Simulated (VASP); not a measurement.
LaMg, 2 atoms in the cell. It takes space group Pm-3m (No. 221, cubic). The conventional cell has a = 3.932 Å, b = 3.932 Å, c = 3.932 Å, α = 90.00°, β = 90.00°, γ = 90.00°. Within 4.5 Å of La (site symmetry m-3m) lie 8 Mg at 3.40 Å and 6 La at 3.93 Å. Within 4.5 Å of Mg (site symmetry m-3m) lie 8 La at 3.40 Å and 6 Mg at 3.93 Å. 

- Program: VASP 6.6.1
- Task: single point
- Functional: PBEsol
- Potentials or basis: VASP PAW PBE potentials, release 64 (La, Mg)
- Cutoff: 520 eV
- k mesh: 6 × 6 × 6
- Occupations: methfessel-paxton, width 0.15 eV
- Spin: no spin polarisation
- Dipole correction: no
- Further INCAR settings: ALGO = Normal; EDIFF = 1e-06; NBANDS = 14

Potentials or basis: VASP PAW PBE potentials, release 64 (La, Mg).

The run is started by

```sh
$ cat potpaw_PBE.64/La/POTCAR potpaw_PBE.64/Mg/POTCAR > POTCAR
$ mpirun -np 1 vasp_std > vasp.out
```

Hardware: 1 thread of Intel(R) Xeon(R) Platinum 8488C (Sapphire Rapids) (shared host).

Q: How long does it take, and how much memory?

A: Run time: 17 s on 1 thread of Intel(R) Xeon(R) Platinum 8488C (Sapphire Rapids), with other jobs on the host, peak memory 0.19 GiB. Counts: scf iterations 14, k points 20.
